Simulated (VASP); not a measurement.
# AlAs (F-43m) in VASP: further runs

AlAs is run at these levels: PBEsol; tasks: single point.

Program: VASP 6.6.1. These are calculated values, not measurements. Logs are shortened: lines on timing, memory, paths and dates and some standing lists are left out, and cuts for length are marked.

## 1. The cell of the first run

Symmetry: F-43m, No. 216, cubic system. Conventional cell: a = 5.675 Å, b = 5.675 Å, c = 5.675 Å, α = 90.00°, β = 90.00°, γ = 90.00°. Al (site symmetry -43m) has 4 As at 2.46 Å within 3.2 Å. Within 3.2 Å of As (site symmetry -43m) lie 4 Al at 2.46 Å.

## 2. Single point, PBEsol

Input file INCAR:

```
PREC = Accurate ; ENCUT = 500
EDIFF = 1E-6 ; ISMEAR = 0
SIGMA = 0.02 ; LREAL = F
LASPH = T ; NELM = 120
ALGO = Normal ; ISIF = 2
LWAVE = F ; LCHARG = F
GGA = PS ; NBANDS = 11
GGA_COMPAT = F
```

Input file KPOINTS:

```
regular mesh
0
Gamma
  8 8 8
```

Input file POSCAR:

```
AlAs
1.0
    0.0000000000      2.8372981985      2.8372981985
    2.8372981985      0.0000000000      2.8372981985
    2.8372981985      2.8372981985      0.0000000000
Al As
1 1
Direct
    0.0000000000      0.0000000000      0.0000000000
    0.2500000000      0.2500000000      0.2500000000
```

Potentials or basis: VASP PAW PBE potentials, release 64 (Al, As).

The run is started by

```
cat potpaw_PBE.64/Al/POTCAR potpaw_PBE.64/As/POTCAR > POTCAR
mpirun -np 1 vasp_std > vasp.out
```

OUTCAR:

```text
PREC = Accurate
   ENCUT = 500
   EDIFF = 1E-6
   ISMEAR = 0
   LREAL = F
   LASPH = T
   NELM = 120
   ISIF = 2
   GGA = PS

 ion  position               nearest neighbor table
   1  0.000  0.000  0.000-   2 2.46   2 2.46   2 2.46   2 2.46
   2  0.250  0.250  0.250-   1 2.46   1 2.46   1 2.46   1 2.46

  LATTYP: Found a face centered cubic cell.
 ALAT       =     5.6745963970

  Lattice vectors:

 A1 = (   0.0000000000,   2.8372981985,   2.8372981985)
 A2 = (   2.8372981985,   0.0000000000,   2.8372981985)
 A3 = (   2.8372981985,   2.8372981985,   0.0000000000)

Analysis of symmetry for initial positions (statically):
=====================================================================
 Subroutine PRICEL returns:
 Original cell was already a primitive cell.

 Routine SETGRP: Setting up the symmetry group for a
 face centered cubic supercell.

 Subroutine GETGRP returns: Found 24 space group operations
 (whereof 24 operations were pure point group operations)
 out of a pool of 48 trial point group operations.

The static configuration has the point symmetry T_d .

Analysis of symmetry for dynamics (positions and initial velocities):
=====================================================================
 Subroutine PRICEL returns:
 Original cell was already a primitive cell.

 Routine SETGRP: Setting up the symmetry group for a
 face centered cubic supercell.

 Subroutine GETGRP returns: Found 24 space group operations
 (whereof 24 operations were pure point group operations)
 out of a pool of 48 trial point group operations.

The dynamic configuration has the point symmetry T_d .

 Subroutine INISYM returns: Found 24 space group operations
 (whereof 24 operations are pure point group operations),
 and found     1 'primitive' translations

----------------------------------------------------------------------------------------

                                     Primitive cell

  volume of cell :      45.6820

  direct lattice vectors                    reciprocal lattice vectors
     0.000000000  2.837298199  2.837298199    -0.176223987  0.176223987  0.176223987
     2.837298199  0.000000000  2.837298199     0.176223987 -0.176223987  0.176223987
     2.837298199  2.837298199  0.000000000     0.176223987  0.176223987 -0.176223987

  length of vectors
     4.012545593  4.012545593  4.012545593     0.305228898  0.305228898  0.305228898

  position of ions in fractional coordinates (direct lattice)
     0.000000000  0.000000000  0.000000000
     0.250000000  0.250000000  0.250000000

  ion indices of the primitive-cell ions
   primitive index   ion index
                 1           1
                 2           2

----------------------------------------------------------------------------------------

 KPOINTS: regular mesh

Automatic generation of k-mesh.
 Grid dimensions read from file:
 generate k-points for:    8    8    8

 Generating k-lattice:

  Cartesian coordinates                     Fractional coordinates (reciprocal lattice)
    -0.022027998  0.022027998  0.022027998     0.125000000  0.000000000  0.000000000
     0.022027998 -0.022027998  0.022027998     0.000000000  0.125000000  0.000000000
     0.022027998  0.022027998 -0.022027998     0.000000000  0.000000000  0.125000000

  Length of vectors
     0.038153612  0.038153612  0.038153612

  Shift w.r.t. Gamma in fractional coordinates (k-lattice)
     0.000000000  0.000000000  0.000000000

 Subroutine IBZKPT returns following result:
 ===========================================

 Found     29 irreducible k-points:

 Following reciprocal coordinates:
            Coordinates               Weight
  0.000000  0.000000  0.000000      1.000000
  0.125000  0.000000  0.000000      8.000000
  0.250000  0.000000  0.000000      8.000000
  0.375000  0.000000  0.000000      8.000000
  0.500000  0.000000  0.000000      4.000000
  0.125000  0.125000  0.000000      6.000000
[... 16 lines left out ...]
  0.500000  0.250000  0.125000     48.000000
 -0.375000  0.250000  0.125000     24.000000
 [... further k-points ...]
   k-points           NKPTS =     29   k-points in BZ     NKDIM =     29   number of bands    NBANDS=     11
   number of dos      NEDOS =    301   number of ions     NIONS =      2
   total plane-waves  NPLWV =  27000
   dimension x,y,z NGX =    30 NGY =   30 NGZ =   30
   dimension x,y,z NGXF=    60 NGYF=   60 NGZF=   60
   ions per type =               1   1
   NGX,Y,Z   is equivalent  to a cutoff of  12.43, 12.43, 12.43 a.u.
   NGXF,Y,Z  is equivalent  to a cutoff of  24.86, 24.86, 24.86 a.u.
 SYSTEM =  unknown system
   PREC   = accura    normal or accurate (medium, high low for compatibility)
   ISTART =      0    job   : 0-new  1-cont  2-samecut
   ICHARG =      2    charge: 1-file 2-atom 10-const
   ISPIN  =      1    spin polarized calculation?
   LNONCOLLINEAR =      F non collinear calculations
   LSORBIT =      F    spin-orbit coupling
   LASPH  =      T    aspherical Exc in radial PAW
   ENCUT  =  500.0 eV  36.75 Ry    6.06 a.u.   7.32  7.32  7.32*2*pi/ulx,y,z
   NELM   =    120;   NELMIN=  2; NELMDL= -5     # of ELM steps
   EDIFF  = 0.1E-05   stopping-criterion for ELM
   LREAL  =      F    real-space projection
   EDIFFG = 0.1E-04   stopping-criterion for IOM
   NSW    =      0    number of steps for IOM
   IBRION =     -1    ionic relax: 0-MD 1-quasi-New 2-CG
   NFREE  =      0    steps in history (QN), initial steepest desc. (CG)
   ISIF   =      2    stress and relaxation
   ISYM   =      2    0-nonsym 1-usesym 2-fastsym
   POTIM  = 0.5000    time-step for ionic-motion
   TEBEG  =    0.0;   TEEND  =   0.0 temperature during run
   PSTRESS=    0.0 pullay stress
   NELECT =       8.0000    total number of electrons
   NUPDOWN=      -1.0000    fix difference up-down
   EMIN   =  10.00;   EMAX   =-10.00  energy-range for DOS
   EFERMI =   0.00;   METHOD = LEGACY
   ISMEAR =     0;   SIGMA  =   0.02  broadening in eV -4-tet -1-fermi 0-gaus
   EFERMI_NEDOS =   21; number of points for ismear=-14 and -15
   IALGO  =     38    algorithm
   IMIX   =      4    mixing-type and parameters
     AMIX     =   0.40;   BMIX     =  1.00
     AMIX_MAG =   1.60;   BMIX_MAG =  1.00
  volume/ion in A,a.u.               =      22.84       154.14
  Fermi-wavevector in a.u.,A,eV,Ry     =   0.915918  1.730834 11.414002  0.838905
  Thomas-Fermi vector in A             =   2.040714
   LORBIT       =      0    0 simple, 1 ext, 2 COOP (PROOUT), +10 PAW based schemes
   GGA     = PS    functional components
   LHFCALC =     F    Hartree Fock is set to
   AEXX    =    0.0000 exact exchange contribution
   IVDW    =     0    specifies the selected vdW correction
   LEPSILON=     F    determine dielectric tensor
   LRPA    =     F    only Hartree local field effects (RPA)
 non-spin polarized calculation
 Gauss-broadening in eV      SIGMA  =   0.02
  energy-cutoff  :      500.00
  volume of cell :       45.68
 maximum number of plane-waves:      1211
 NGX is ok and might be reduce to    30
   NGX = 15   NGY = 15   NGZ = 15

 number of electron       8.0000000 magnetization

 Free energy of the ion-electron system (eV)
  ---------------------------------------------------
  ext. energy  EPLUGINS =         0.00000000
  ---------------------------------------------------
  free energy    TOTEN  =       -10.06468240 eV

  energy without entropy =      -10.06468240  energy(sigma->0) =      -10.06468240

 E-fermi :   3.8261     XC(G=0):  -9.1675

 val. band max:        3.7403315389   @ k =   0.0000   0.0000   0.0000
 cond. band min:       5.0718446536   @ k =   0.5000   0.5000   0.0000
 fundamental gap:      1.3315131147
 Fermi energy:         3.8261095081

 k-point     1 :       0.0000    0.0000    0.0000
  band No.  band energies     occupation
      1      -8.1058      2.00000
      2       3.7403      2.00000
      3       3.7403      2.00000
      4       3.7403      2.00000
      5       5.6632      0.00000
      6       7.9909      0.00000
      7       7.9909      0.00000
      8       7.9909      0.00000
      9      12.4112      0.00000
     10      12.7162      0.00000
     11      12.7162      0.00000

 k-point     2 :       0.1250    0.0000    0.0000
  band No.  band energies     occupation
      1      -7.9538      2.00000
      2       2.2971      2.00000
      3       3.5798      2.00000
      4       3.5798      2.00000
      5       6.4351      0.00000
      6       8.2715      0.00000
      7       8.2715      0.00000
      8       8.3693      0.00000
      9      12.0914      0.00000
     10      12.0914      0.00000
     11      13.1410      0.00000

 k-point     3 :       0.2500    0.0000    0.0000
  band No.  band energies     occupation
      1      -7.5320      2.00000
      2       0.3436      2.00000
      3       3.2635      2.00000
      4       3.2635      2.00000
      5       6.2682      0.00000
      6       8.6066      0.00000
      7       8.6066      0.00000
      8      10.0772      0.00000
      9      11.9806      0.00000
     10      11.9806      0.00000
     11      12.9481      0.00000

 k-point     4 :       0.3750    0.0000    0.0000
  band No.  band energies     occupation
      1      -6.9866      2.00000
      2      -1.1979      2.00000
      3       3.0112      2.00000
      4       3.0112      2.00000
      5       5.9241      0.00000
      6       8.4850      0.00000
      7       8.4850      0.00000
      8      11.2846      0.00000
      9      13.2757      0.00000
     10      13.2757      0.00000
     11      13.3112      0.00000
[... 239 lines left out ...]
 k-point    22 :       0.3750    0.2500    0.1250
  band No.  band energies     occupation
      1      -7.1793      2.00000
      2      -0.0301      2.00000
      3       1.7818      2.00000
      4       2.7647      2.00000
      5       7.2628      0.00000
      6       7.9381      0.00000
      7       8.9576      0.00000
      8      10.2080      0.00000
      9      11.8296      0.00000
     10      14.0819      0.00000
     11      15.6341      0.00000

 k-point    23 :       0.5000    0.2500    0.1250
  band No.  band energies     occupation
      1      -6.6888      2.00000
      2      -1.0375      2.00000
      3       1.1937      2.00000
      4       2.3815      2.00000
      5       7.3437      0.00000
      6       8.1195      0.00000
      7       9.4451      0.00000
      8      10.5366      0.00000
      9      12.9840      0.00000
     10      14.1874      0.00000
     11      15.7671      0.00000

 k-point    24 :      -0.3750    0.2500    0.1250
  band No.  band energies     occupation
      1      -6.4354      2.00000
      2      -1.5150      2.00000
      3       1.0420      2.00000
      4       2.1979      2.00000
      5       7.3347      0.00000
      6       7.8967      0.00000
      7      10.3547      0.00000
      8      11.2855      0.00000
      9      12.0075      0.00000
     10      14.6284      0.00000
     11      15.8928      0.00000

 [... further k-points ...]

------------------------ aborting loop because EDIFF is reached ----------------------------------------

  FORCE on cell =-STRESS in cart. coord.  units (eV):
  Direction    XX          YY          ZZ          XY          YZ          ZX
  --------------------------------------------------------------------------------------
  -------------------------------------------------------------------------------------
  Total        0.0778751      0.0778751      0.0778751      0.0000000      0.0000000     -0.0000000
  in kB        2.7312661      2.7312661      2.7312661      0.0000000      0.0000000     -0.0000000
  external PRESSURE =       2.7312661 kB  Pullay stress =       0.0000000 kB

 VOLUME and BASIS-vectors are now :
 -----------------------------------------------------------------------------
  energy-cutoff  :      500.00
  volume of cell :       45.68
      direct lattice vectors                 reciprocal lattice vectors
     0.000000000  2.837298199  2.837298199    -0.176223987  0.176223987  0.176223987
     2.837298199  0.000000000  2.837298199     0.176223987 -0.176223987  0.176223987
     2.837298199  2.837298199  0.000000000     0.176223987  0.176223987 -0.176223987

 POSITION                                       TOTAL-FORCE (eV/Angst)
 -----------------------------------------------------------------------------------
      0.00000      0.00000      0.00000        -0.000000     -0.000000     -0.000000
      1.41865      1.41865      1.41865         0.000000      0.000000      0.000000
 -----------------------------------------------------------------------------------
    total drift:                                0.000000      0.000000      0.000000

  FREE ENERGIE OF THE ION-ELECTRON SYSTEM (eV)
  ---------------------------------------------------
  free  energy   TOTEN  =       -10.0646823993 eV

  energy  without entropy=      -10.0646823993  energy(sigma->0) =      -10.06468240
```

Wall time 22 s (1 thread of Intel Xeon 8259CL, shared host); peak memory 0.17 GiB.

What came out:

```yaml
Free_energy: -10.0647 eV
Pressure: 0.3 GPa
Band_gap_on_the_k_mesh: 1.33 eV, indirect (least direct gap 1.92 eV)
```

Caveat: the PAW data sets were made with another functional, which shifts forces and pressure a little. A hybrid or GW would open this gap; PBEsol tends to underestimate it.

## 3. Single point, PBEsol

Input file INCAR:

```
SYSTEM = AlAs
ALGO = Normal ; EDIFF = 1E-6
ENCUT = 500 ; GGA = PS
GGA_COMPAT = .False. ; ISIF = 2
ISMEAR = 0 ; LASPH = .True.
LCHARG = .False. ; LREAL = .False.
LWAVE = .False. ; NBANDS = 11
NELM = 120 ; PREC = Accurate
SIGMA = 0.02
```

Input file KPOINTS:

```
k-points
0
Gamma
  8 8 8
  0 0 0
```

Input file POSCAR:

```
AlAs
1.0
    0.0000000000      2.8372981997      2.8372981997
    2.8372981997      0.0000000000      2.8372981997
    2.8372981997      2.8372981997      0.0000000000
Al As
1 1
Direct
    0.0000000000      0.0000000000      0.0000000000
    0.2500000000      0.2500000000      0.2500000000
```

Potentials or basis: VASP PAW PBE potentials, release 64 (Al, As).

The run is started by

```
cat potpaw_PBE.64/Al/POTCAR potpaw_PBE.64/As/POTCAR > POTCAR
mpirun -np 1 vasp_std > vasp.out
```

OUTCAR:

```text
SYSTEM = AlAs
   EDIFF = 1E-6
   ENCUT = 500
   GGA = PS
   ISIF = 2
   ISMEAR = 0
   LASPH = .True.
   LREAL = .False.
   NELM = 120
   PREC = Accurate

 ion  position               nearest neighbor table
   1  0.000  0.000  0.000-   2 2.46   2 2.46   2 2.46   2 2.46
   2  0.250  0.250  0.250-   1 2.46   1 2.46   1 2.46   1 2.46

  LATTYP: Found a face centered cubic cell.
 ALAT       =     5.6745963994

  Lattice vectors:

 A1 = (   0.0000000000,   2.8372981997,   2.8372981997)
[... 522 lines left out ...]

------------------------ aborting loop because EDIFF is reached ----------------------------------------

  FORCE on cell =-STRESS in cart. coord.  units (eV):
  Direction    XX          YY          ZZ          XY          YZ          ZX
  --------------------------------------------------------------------------------------
  -------------------------------------------------------------------------------------
  Total        0.0778750      0.0778750      0.0778750     -0.0000000     -0.0000000      0.0000000
  in kB        2.7312655      2.7312655      2.7312655     -0.0000000     -0.0000000      0.0000000
  external PRESSURE =       2.7312655 kB  Pullay stress =       0.0000000 kB

 VOLUME and BASIS-vectors are now :
 -----------------------------------------------------------------------------
  energy-cutoff  :      500.00
  volume of cell :       45.68
      direct lattice vectors                 reciprocal lattice vectors
     0.000000000  2.837298200  2.837298200    -0.176223987  0.176223987  0.176223987
     2.837298200  0.000000000  2.837298200     0.176223987 -0.176223987  0.176223987
     2.837298200  2.837298200  0.000000000     0.176223987  0.176223987 -0.176223987

 POSITION                                       TOTAL-FORCE (eV/Angst)
 -----------------------------------------------------------------------------------
      0.00000      0.00000      0.00000        -0.000000     -0.000000     -0.000000
      1.41865      1.41865      1.41865         0.000000      0.000000      0.000000
 -----------------------------------------------------------------------------------
    total drift:                               -0.000000     -0.000000      0.000000

  FREE ENERGIE OF THE ION-ELECTRON SYSTEM (eV)
  ---------------------------------------------------
  free  energy   TOTEN  =       -10.0646823998 eV

  energy  without entropy=      -10.0646823998  energy(sigma->0) =      -10.06468240
```

stdout:

```text
POSCAR found type information on POSCAR AlAs
 POSCAR found :  2 types and       2 ions
 scaLAPACK will be used
 -----------------------------------------------------------------------------
|                                                                             |
|                                                                             |
|     You enforced a specific xc type in the INCAR file but a different       |
|     I HOPE YOU KNOW WHAT YOU ARE DOING!                                     |
|                                                                             |
 -----------------------------------------------------------------------------

 LDA part: xc-table for (Slater+PW92), standard interpolation
 POSCAR, INCAR and KPOINTS ok, starting setup
 FFT: planning ... GRIDC
 FFT: planning ... GRID_SOFT
 FFT: planning ... GRID
 WAVECAR not read
 entering main loop
```

It took 12 s on 1 thread of Intel Xeon Platinum 8259CL at 2.50GHz (Skylake/Cascade Lake), shared host; peak memory 0.17 GiB.

What came out:

* Free energy: -10.0647 eV
* Pressure: 0.3 GPa
* Band gap on the k mesh: 1.33 eV, indirect (least direct gap 1.92 eV)

Caveat: the PAW data sets were made with another functional, which shifts forces and pressure a little. A hybrid or GW would open this gap; PBEsol tends to underestimate it.

(Part 1 of 2 ends here.)
